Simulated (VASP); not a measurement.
# CO2 in VASP: further runs

The runs below take CO2 through single point, with PBE+D3(BJ).

All numbers are computed with VASP 6.6.1; they aren't measurements. Logs are shortened: lines on timing, memory, paths and dates and some standing lists are left out, and cuts for length are marked.

## (1) The cell of the first run

The cell holds an amorphous packing of atoms, 36 atoms: a = 8.589 Å, b = 8.589 Å, c = 8.589 Å, α = 90.00°, β = 90.00°, γ = 90.00°.

## (2) Single point, PBE+D3(BJ)

File INCAR:

```
PREC = Accurate
ENCUT = 520
EDIFF = 1E-7
ISMEAR = -1
SIGMA = 0.05
LREAL = Auto
LASPH = True
NELM = 100
ALGO = Normal
ISIF = 2
LWAVE = False
LCHARG = True
GGA = PE
IVDW = 12
LELF = True
LVHAR = True
NBANDS = 120
```

File KPOINTS:

```
regular mesh
0
Gamma
  1 1 1
```

File POSCAR:

```
CO2
1.0
    8.5889170000      0.0000000000      0.0000000000
    0.0000000000      8.5889170000      0.0000000000
    0.0000000000      0.0000000000      8.5889170000
C O
12 24
Direct
    0.1262329800      0.5460737856      0.2834392879
    0.4368618784      0.9209688291      0.0476989541
    0.7835396233      0.3756454083      0.5457348537
    0.2166729488      0.1663013322      0.7390582713
    0.4524723564      0.3966824753      0.1137721007
    1.0533541929      0.0774840105      0.3193093760
    0.1006875561      0.7482805261      0.8495189775
    0.7543443560      0.7896676503      0.2573686452
    0.4123188891      0.7338436756      0.5112166853
    0.7518017044      0.9216376910      0.7503108585
    0.8181786033      0.4584346287     -0.0308425080
    0.4925202785      0.1241184360      0.4395077698
    0.2072098431      0.4827441485      0.3725015000
    0.0465415316      0.6110783110      0.1940543333
    0.4387909052      0.7960934315     -0.0066612461
    0.4350099360      1.0448248522      0.1040657780
    0.6899344437      0.3833138601      0.6443616849
    0.8763614893      0.3669427219      0.4465140837
    0.3180361289      0.0767192370      0.7576588032
    0.1158348092      0.2551121971      0.7194496216
    0.5572022815      0.3830152331      0.1999963429
    0.3480921295      0.4115999539      0.0277248547
    1.0291095287      0.0027029658      0.4309499939
    1.0779359913      0.1512334933      0.2078458779
    0.0821966456      0.8624263616      0.9217631911
    0.1189547933      0.6346414976      0.7768656416
    0.7201861410      0.6919648755      0.3459280602
    0.7867557552      0.8879841024      0.1689716157
    0.4585368157      0.6725633508      0.6231501536
    0.3659156527      0.7972219375      0.3993146202
    0.8118289422      0.8209027250      0.6808733604
    0.6916031156      1.0227371216      0.8188400087
    0.7567401328      0.5802576896     -0.0364093813
    0.8790531822      0.3370850702     -0.0250920556
    0.3701482807      0.1825504032      0.4307751998
    0.6153189579      0.0656965108      0.4493073856
```

Potentials or basis: VASP PAW PBE potentials, release 64 (C, O).

Run with:

```sh
cat potpaw_PBE.64/C/POTCAR potpaw_PBE.64/O/POTCAR > POTCAR
mpirun -np 1 vasp_gam > vasp.out
```

OUTCAR:

```text
PREC = Accurate
   ENCUT = 520
   EDIFF = 1E-7
   ISMEAR = -1
   LREAL = Auto
   LASPH = True
   NELM = 100
   ISIF = 2
   GGA = PE
   IVDW = 12
 IVDW          = 12

 ion  position               nearest neighbor table
   1  0.126  0.546  0.283-  13 1.17  14 1.17
   2  0.437  0.921  0.048-  16 1.17  15 1.17
   3  0.784  0.376  0.546-  18 1.17  17 1.17
   4  0.217  0.166  0.739-  20 1.17  19 1.17
   5  0.452  0.397  0.114-  22 1.17  21 1.17
   6  0.053  0.077  0.319-  24 1.17  23 1.17
   7  0.101  0.748  0.850-  26 1.17  25 1.17
   8  0.754  0.790  0.257-  28 1.17  27 1.17
   9  0.412  0.734  0.511-  29 1.17  30 1.17
  10  0.752  0.922  0.750-  32 1.17  31 1.17
  11  0.818  0.458  0.969-  34 1.17  33 1.17
  12  0.493  0.124  0.440-  35 1.17  36 1.17
  13  0.207  0.483  0.373-   1 1.17
  14  0.047  0.611  0.194-   1 1.17
  15  0.439  0.796  0.993-   2 1.17
  16  0.435  0.045  0.104-   2 1.17
  17  0.690  0.383  0.644-   3 1.17
[... 17 lines left out ...]
  35  0.370  0.183  0.431-  12 1.17
  36  0.615  0.066  0.449-  12 1.17

  LATTYP: Found a simple cubic cell.
 ALAT       =     8.5889170000

  Lattice vectors:

 A1 = (   8.5889170000,   0.0000000000,   0.0000000000)
 A2 = (   0.0000000000,   8.5889170000,   0.0000000000)
 A3 = (   0.0000000000,   0.0000000000,   8.5889170000)

Analysis of symmetry for initial positions (statically):
=====================================================================
 Subroutine PRICEL returns:
 Original cell was already a primitive cell.

 Routine SETGRP: Setting up the symmetry group for a
 simple cubic supercell.

 Subroutine GETGRP returns: Found  1 space group operations
 (whereof  1 operations were pure point group operations)
 out of a pool of 48 trial point group operations.

The static configuration has the point symmetry C_1 .

Analysis of symmetry for dynamics (positions and initial velocities):
=====================================================================
 Subroutine PRICEL returns:
 Original cell was already a primitive cell.

 Routine SETGRP: Setting up the symmetry group for a
 simple cubic supercell.

 Subroutine GETGRP returns: Found  1 space group operations
 (whereof  1 operations were pure point group operations)
[... 145 lines left out ...]
   NELM   =    100;   NELMIN=  2; NELMDL= -5     # of ELM steps
   EDIFF  = 0.1E-06   stopping-criterion for ELM
   LREAL  =      T    real-space projection
   EDIFFG = 0.1E-05   stopping-criterion for IOM
   NSW    =      0    number of steps for IOM
   IBRION =     -1    ionic relax: 0-MD 1-quasi-New 2-CG
   NFREE  =      0    steps in history (QN), initial steepest desc. (CG)
   ISIF   =      2    stress and relaxation
   ISYM   =      2    0-nonsym 1-usesym 2-fastsym
   POTIM  = 0.5000    time-step for ionic-motion
   TEBEG  =    0.0;   TEEND  =   0.0 temperature during run
   PSTRESS=    0.0 pullay stress
   NELECT =     192.0000    total number of electrons
   NUPDOWN=      -1.0000    fix difference up-down
   EMIN   =  10.00;   EMAX   =-10.00  energy-range for DOS
   EFERMI =   0.00;   METHOD = LEGACY
   ISMEAR =    -1;   SIGMA  =   0.05  broadening in eV -4-tet -1-fermi 0-gaus
   EFERMI_NEDOS =   21; number of points for ismear=-14 and -15
   IALGO  =     38    algorithm
   IMIX   =      4    mixing-type and parameters
     AMIX     =   0.40;   BMIX     =  1.00
     AMIX_MAG =   1.60;   BMIX_MAG =  1.00
  volume/ion in A,a.u.               =      17.60       118.77
  Fermi-wavevector in a.u.,A,eV,Ry     =   1.099605  2.077953 16.451238  1.209132
  Thomas-Fermi vector in A             =   2.236003
   LORBIT       =      0    0 simple, 1 ext, 2 COOP (PROOUT), +10 PAW based schemes
   GGA     = PE    functional components
   LHFCALC =     F    Hartree Fock is set to
   AEXX    =    0.0000 exact exchange contribution
   IVDW    =    12    specifies the selected vdW correction
   LEPSILON=     F    determine dielectric tensor
   LRPA    =     F    only Hartree local field effects (RPA)
 non-spin polarized calculation
  energy-cutoff  :      520.00
  volume of cell :      633.60
 maximum number of plane-waves:      8536
 NGX is ok and might be reduce to    64
   NGX = 31   NGY = 31   NGZ = 31

 number of electron     192.0000002 magnetization

 Free energy of the ion-electron system (eV)
  ---------------------------------------------------
  ext. energy  EPLUGINS =         0.00000000
  ---------------------------------------------------
  free energy    TOTEN  =      -275.98393005 eV

  energy without entropy =     -275.98393005  energy(sigma->0) =     -275.98393005

 E-fermi :  -3.1752     XC(G=0):  -7.0522

 val. band max:       -4.4605442894   @ k =   0.0000   0.0000   0.0000
 cond. band min:       1.9621430486   @ k =   0.0000   0.0000   0.0000
 fundamental gap:      6.4226873380
 Fermi energy:        -3.1751598812

 k-point     1 :       0.0000    0.0000    0.0000
  band No.  band energies     occupation
      1     -25.2277      2.00000
      2     -25.1334      2.00000
      3     -25.0803      2.00000
      4     -25.0213      2.00000
      5     -24.9904      2.00000
      6     -24.9684      2.00000
[... 100 lines left out ...]
    107       3.6619      0.00000
    108       3.7301      0.00000
 [bands above 108 left out]

------------------------ aborting loop because EDIFF is reached ----------------------------------------

 Edisp (eV)   -2.05342

 E8    (eV) :    -0.5189

  FORCE on cell =-STRESS in cart. coord.  units (eV):
  Direction    XX          YY          ZZ          XY          YZ          ZX
  --------------------------------------------------------------------------------------
  -------------------------------------------------------------------------------------
  Total       5.15751     6.24982     4.81743    -3.05982    -1.07713     0.24360
  in kB      13.04175    15.80386    12.18178    -7.73734    -2.72372     0.61599
  external pressure =       13.68 kB  Pullay stress =        0.00 kB

 VOLUME and BASIS-vectors are now :
 -----------------------------------------------------------------------------
  energy-cutoff  :      520.00
  volume of cell :      633.60
      direct lattice vectors                 reciprocal lattice vectors
     8.588917000  0.000000000  0.000000000     0.116429114  0.000000000  0.000000000
     0.000000000  8.588917000  0.000000000     0.000000000  0.116429114  0.000000000
     0.000000000  0.000000000  8.588917000     0.000000000  0.000000000  0.116429114

 POSITION                                       TOTAL-FORCE (eV/Angst)
 -----------------------------------------------------------------------------------
      1.08420      4.69018      2.43444        -0.015562     -0.004893     -0.000193
      3.75217      7.91012      0.40968        -0.003038     -0.000396     -0.013052
      6.72976      3.22639      4.68727         0.037866      0.013987     -0.024658
      1.86099      1.42835      6.34771         0.007601     -0.012183      0.019511
      3.88625      3.40707      0.97718         0.010643     -0.007013      0.007853
      0.45825      0.66550      2.74252        -0.002880     -0.004472      0.004195
[... 28 lines left out ...]
      3.17917      1.56791      3.69989        -0.571232      0.276714     -0.036585
      5.28492      0.56426      3.85906         0.569629     -0.266762      0.040320
 -----------------------------------------------------------------------------------
    total drift:                                0.014406     -0.010290      0.005277

  FREE ENERGIE OF THE ION-ELECTRON SYSTEM (eV)
  ---------------------------------------------------
  free  energy   TOTEN  =      -278.0373518376 eV

  energy  without entropy=     -278.0373518376  energy(sigma->0) =     -278.03735184
```

OSZICAR:

```text
N       E                     dE             d eps       ncg     rms          rms(c)
DAV:   1     0.183611561980E+04    0.18361E+04   -0.11284E+05   248   0.152E+03
DAV:   2    -0.124808444984E+03   -0.19609E+04   -0.19009E+04   304   0.375E+02
DAV:   3    -0.291864875277E+03   -0.16706E+03   -0.16588E+03   272   0.117E+02
DAV:   4    -0.295831818097E+03   -0.39669E+01   -0.39509E+01   296   0.188E+01
DAV:   5    -0.295928127009E+03   -0.96309E-01   -0.95841E-01   288   0.281E+00    0.331E+01
DAV:   6    -0.277630902383E+03    0.18297E+02   -0.70343E+01   280   0.249E+01    0.150E+01
DAV:   7    -0.276390624497E+03    0.12403E+01   -0.32686E+00   280   0.603E+00    0.853E+00
DAV:   8    -0.276044920934E+03    0.34570E+00   -0.26147E+00   288   0.469E+00    0.191E+00
DAV:   9    -0.275985326143E+03    0.59595E-01   -0.19400E-01   288   0.147E+00    0.861E-01
DAV:  10    -0.275983931737E+03    0.13944E-02   -0.48447E-02   288   0.643E-01    0.199E-01
DAV:  11    -0.275984088639E+03   -0.15690E-03   -0.23377E-03   328   0.203E-01    0.850E-02
DAV:  12    -0.275984120298E+03   -0.31659E-04   -0.75142E-04   288   0.129E-01    0.539E-02
DAV:  13    -0.275983969939E+03    0.15036E-03   -0.36286E-04   288   0.870E-02    0.181E-02
DAV:  14    -0.275983945354E+03    0.24585E-04   -0.64607E-05   296   0.349E-02    0.121E-02
DAV:  15    -0.275983932536E+03    0.12818E-04   -0.20376E-05   296   0.245E-02    0.767E-03
DAV:  16    -0.275983929923E+03    0.26124E-05   -0.89259E-06   320   0.159E-02    0.410E-03
DAV:  17    -0.275983930117E+03   -0.19337E-06   -0.36025E-06   288   0.693E-03    0.195E-03
DAV:  18    -0.275983930051E+03    0.65451E-07   -0.31421E-07   248   0.283E-03
   1 F= -.27803735E+03 E0= -.27803735E+03  d E =-.386580E-10
```

Run time: 3.2 min. Hardware: 1 thread of Intel Xeon Platinum 8259CL at 2.50GHz (Skylake/Cascade Lake), shared host; peak memory 0.52 GiB.

Results:

| Quantity | Value |
| --- | --- |
| Free energy | -278.0374 eV |
| Pressure | 1.4 GPa |
| Largest force | 0.652 eV/Å |
| Band gap on the k mesh | 6.42 eV |
| Dispersion energy per atom | -0.057 eV |

Forces in eV/Å, atoms in the order of the input:
```
C   -0.016 -0.005  0.000
C   -0.003  0.000 -0.013
C    0.038  0.014 -0.025
C    0.008 -0.012  0.020
C    0.011 -0.007  0.008
C   -0.003 -0.004  0.004
C   -0.003 -0.015  0.007
C    0.001 -0.002  0.003
C   -0.007  0.006 -0.031
C    0.018 -0.025 -0.006
C   -0.001  0.020 -0.001
C    0.013  0.009  0.006
O    0.393 -0.289  0.417
O   -0.376  0.293 -0.412
O    0.006 -0.582 -0.236
O   -0.015  0.561  0.272
O   -0.424  0.036  0.452
O    0.421 -0.036 -0.462
O    0.455 -0.409  0.089
O   -0.495  0.415 -0.093
O    0.476 -0.065  0.369
O   -0.491  0.064 -0.408
O   -0.105 -0.335  0.504
O    0.129  0.346 -0.523
O   -0.086  0.538  0.342
O    0.078 -0.537 -0.330
O   -0.170 -0.455  0.407
O    0.154  0.454 -0.413
O    0.216 -0.286  0.543
O   -0.209  0.291 -0.505
O    0.269 -0.430 -0.308
O   -0.286  0.459  0.317
O   -0.261  0.551 -0.031
O    0.268 -0.572  0.033
O   -0.571  0.277 -0.037
O    0.570 -0.267  0.040
```

Stress tensor (GPa, compression positive):
```
 1.30 -0.77  0.06
-0.77  1.58 -0.27
 0.06 -0.27  1.22
```

Levels at points of the mesh, in eV from the valence-band top:
| k point | band 93 | band 94 | band 95 | band 96 | band 97 | band 98 | band 99 | band 100 |
| --- | --- | --- | --- | --- | --- | --- | --- | --- |
| (0.00, 0.00, 0.00) | -0.11 | -0.10 | -0.02 | 0.00 | 6.42 | 7.69 | 7.77 | 7.82 |

Caveat: the k points lie up to 0.73 Å⁻¹ apart.

(Part 1 of 3 ends here.)
